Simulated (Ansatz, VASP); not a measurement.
Ni in VASP and in Ansatz

```xyz
2
Lattice="0.0000 2.0260 2.0260 2.0260 0.0000 2.0260 2.0260 2.0260 0.0000" Properties=species:S:1:pos:R:3 pbc="T T T"
Ni   -0.5065   -0.5065   -0.5065
Ni    0.5065    0.5065    0.5065
```

Change from the starting cell: volume scaled by 0.5, LAPW.

Alike in both runs: task single point; functional PBE; k mesh 14 × 14 × 14; occupations fermi-dirac, width 0.1 eV; collinear spin.

```csv
,VASP,Ansatz
version,VASP 6.6.1,Ansatz 0.2.0
potentials or method,"VASP PAW PBE potentials, release 64 (Ni), cutoff 520 eV","all-electron LAPW, scalar-relativistic"
```

```tsv
	VASP	Ansatz	Ansatz less VASP
pressure (GPa)	286.0	316.6	+30.59
net moment per atom (μB)	0.45	0.56	+0.101
size of the moment on the site where the two differ most (μB)	0.43	0.56	+0.131
```

The net moments are unlike, so the other rows may belong to different states. Site moments also hang on the region over which each program counts them. The pressures are high and differ by over a tenth, so treat them with care. Ansatz ran all-electron here, and VASP with PAW potentials.

Noted on VASP's run: the cell as given lies far from equilibrium.
